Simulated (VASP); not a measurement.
Wanted: the native input for a VASP 6.6.1 run.

| Property | Result |
| --- | --- |
| Task | single point |
| Functional | PBEsol |
| Potentials or basis | VASP PAW PBE potentials, release 64 (Cu) |
| Cutoff | 520 eV |
| k mesh | 24 × 24 × 12 |
| Occupations | gaussian, width 0.1 eV |
| Spin | no spin polarisation |
| Dipole correction | no |
| Further INCAR settings | ALGO = Fast; EDIFF = 1e-07; NBANDS = 18 |

The structure of Cu lies in POSCAR:

```
Cu
1.0
    2.6718264867      0.0000000000      0.0000000000
   -1.3359132434      2.3138696120      0.0000000000
    0.0000000000      0.0000000000      4.3635146636
Cu
2
Direct
    0.3333333333      0.6666666667      0.2500000000
    0.6666666667      0.3333333333      0.7500000000
```

This cell differs from its parent crystal: equal strain along all axes, cell held: +6.0 %.

These files were run (other wordings do the same):

INCAR

```
PREC = Accurate ; ENCUT = 520
EDIFF = 1E-7 ; ISMEAR = 0
SIGMA = 0.1 ; LREAL = False
LASPH = True ; NELM = 100
ALGO = Fast ; ISIF = 2
LWAVE = False ; LCHARG = True
GGA = PS ; LELF = True
LVHAR = True ; NBANDS = 18
```

KPOINTS

```
Automatic mesh
0
Gamma
  24 24 12
```

Potentials or basis: VASP PAW PBE potentials, release 64 (Cu).

Launch:

```console
$ cat potpaw_PBE.64/Cu/POTCAR > POTCAR
$ mpirun -np 1 vasp_std > vasp.out
```

It gave:

```
Pressure               : -18.1 GPa
Band gap on the k mesh : zero (band 11 reaches 9.61 eV, above the bottom of band 12 at 4.10 eV)
```

Caveat: the cell differs from its parent crystal (equal strain along all axes, cell held: +6.0 %); the PAW data sets were made with another functional, which shifts forces and pressure a little.

Wall time 90 s on 1 thread of AMD EPYC 9R45 96-Core Processor (Zen 5) (shared host), peak memory 0.24 GiB.
